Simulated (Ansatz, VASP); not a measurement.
# One calculation of Hf, two programs

The input INCAR:

```
ALGO = Normal
EDIFF = 1E-7
ENCUT = 520
ISIF = 2
ISMEAR = -1
LASPH = T
LCHARG = T
LELF = T
LREAL = F
LVHAR = T
LWAVE = F
NBANDS = 11
NELM = 60
PREC = Accurate
SIGMA = 0.03
```

The input KPOINTS:

```
k-points
0
Gamma
  13 13 13
```

Contents of POSCAR:

```
Hf
1.0
    0.0000000000      2.2200000000      2.2866000000
    2.2200000000      0.0000000000      2.2866000000
    2.2200000000      2.2200000000      0.0000000000
Hf
1
Direct
    0.0000000000      0.0000000000      0.0000000000
```

Input for Ansatz:

```yaml
crystal:
  lattice:
    - [0.0, 2.22, 2.2866]
    - [2.22, 0.0, 2.2866]
    - [2.22, 2.22, 0.0]
  atoms:
    - { symbol: Hf, position: [0.0, 0.0, 0.0] }
kpoints:
  mp_grid: { grid: [13, 13, 13] }
  band_path:
    path:
      - [0.0, 0.0, 0.0]
      - [0.0, 0.5, 0.5]
      - [0.25, 0.75, 0.5]
      - [0.0, 0.5, 0.0]
      - [0.0, 0.0, 0.0]
      - [0.5, 0.5, 0.0]
      - [0.3678244886, 0.6321755114, 0.0]
      - [-0.3678244886, 0.3678244886, 0.0]
      - [0.0, 0.0, 0.0]
    npoints: 5
scf:
  occupations: { method: fermi_dirac, width: 0.03 }
hamiltonian:
  xc: lda
  pseudopotentials: { kind: all_electron, lapw: { basis_error: 0.001 } }
output:
  forces: true
  stress: true
  eigenvalues: true
```

Change from the starting cell: zz strain of +3 %.

Alike in both runs: task single point; functional LDA; k mesh 13 × 13 × 13; occupations fermi-dirac, width 0.03 eV; no spin polarisation.

|  | VASP | Ansatz |
| --- | --- | --- |
| version | VASP 6.6.1 | Ansatz 0.2.0 |
| potentials or method | VASP PAW LDA potentials, release 64 (Hf_pv), cutoff 520 eV | all-electron LAPW, scalar-relativistic |

|  | VASP | Ansatz | Ansatz less VASP |
| --- | --- | --- | --- |
| pressure (GPa) | -8.3 | -8.3 | +0.03 |
| traceless stress, the component that is largest in VASP (GPa) | -1.10 | -1.15 | -0.042 |

LDA's correlation is that of Perdew and Zunger in VASP and of Perdew and Wang (1992) in Ansatz. Ansatz ran all-electron here, and VASP with PAW potentials.

Spin-orbit coupling is off throughout.
